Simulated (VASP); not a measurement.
Here is a VASP 6.6.1 calculation.

INCAR

```
  PREC = Accurate
  ENCUT = 520
  EDIFF = 1E-6
  ISMEAR = 0
  SIGMA = 0.1
  LREAL = False
  LASPH = True
  NELM = 60
  ALGO = Normal
  ISIF = 2
  LWAVE = False
  LCHARG = True
  GGA = PS
  LELF = True
  LVHAR = True
  NBANDS = 23
```

File KPOINTS:

```
regular mesh
0
Gamma
  12 12 10
```

The input POSCAR:

```
TiB
1.0
    2.3061414907      2.3061414907      0.0000000000
   -2.3061414907      2.3061414907      0.0000000000
    0.0000000000      0.0000000000      5.0833246476
Ti B
2 2
Direct
    0.5000000000      0.0000000000      0.2500000000
    0.0000000000      0.5000000000      0.7500000000
    0.0000000000      0.0000000000      0.0000000000
    0.5000000000      0.5000000000      0.5000000000
```

Potentials or basis: VASP PAW PBE potentials, release 64 (Ti_sv, B).

Run with:

```sh
$ cat potpaw_PBE.64/Ti_sv/POTCAR potpaw_PBE.64/B/POTCAR > POTCAR
$ mpirun -np 1 vasp_std > vasp.out
```

(1) Predict the band gap on the k mesh.

(2) What does it give for the pressure?

## Answers

(1) zero (bands 15 and 16 overlap by 1.39 eV).

(2) 10.6 GPa.

Caveat: the cell differs from its parent crystal (biaxial strain in the a-b plane: -6.0 %); the cell stands under pressure; the PAW data sets were made with another functional, which shifts forces and pressure a little.
